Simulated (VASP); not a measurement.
Write the native input for VASP 6.6.1 that does the following.

- Task: single point
- Functional: PBE
- Potentials or basis: VASP PAW PBE potentials, release 64 (Hf_pv, B)
- Cutoff: 520 eV
- k mesh: 10 × 10 × 8
- Occupations: gaussian, width 0.019 eV
- Spin: no spin polarisation
- Dipole correction: no
- Further INCAR settings: ALGO = Normal; EDIFF = 1e-06; NBANDS = 15

The structure of HfB2 lies in POSCAR:

```
HfB2
1.0
    3.1400000000      0.0000000000      0.0000000000
   -1.5700000000      2.7193197679      0.0000000000
    0.0000000000      0.0000000000      3.4800000000
Hf B
1 2
Direct
    0.0000000000      0.0000000000      0.0000000000
    0.6666666667      0.3333333333      0.5000000000
    0.3333333333      0.6666666667      0.5000000000
```

The input as run:

INCAR

```
PREC = Accurate ; ENCUT = 520
EDIFF = 1E-6 ; ISMEAR = 0
SIGMA = 0.019000000000000003 ; LREAL = F
LASPH = T ; NELM = 100
ALGO = Normal ; ISIF = 2
LWAVE = F ; LCHARG = F
GGA = PE ; NBANDS = 15
```

KPOINTS

```
Automatic mesh
0
Gamma
  10 10 8
```

Potentials or basis: VASP PAW PBE potentials, release 64 (Hf_pv, B).

Run with:

```console
$ cat potpaw_PBE.64/Hf_pv/POTCAR potpaw_PBE.64/B/POTCAR > POTCAR
$ mpirun -np 1 vasp_std > vasp.out
```

It gave:

```yaml
Pressure: 1.0 GPa
Band_gap_on_the_k_mesh: zero (band 8 reaches 8.26 eV, above the bottom of band 9 at 7.43 eV)
```

Caveat: spin-orbit coupling is left out, which moves the levels of the heavy elements.

Run time: 16 s on 1 thread of AMD EPYC 9R45 96-Core Processor (Zen 5) (shared host), peak memory 0.13 GiB.
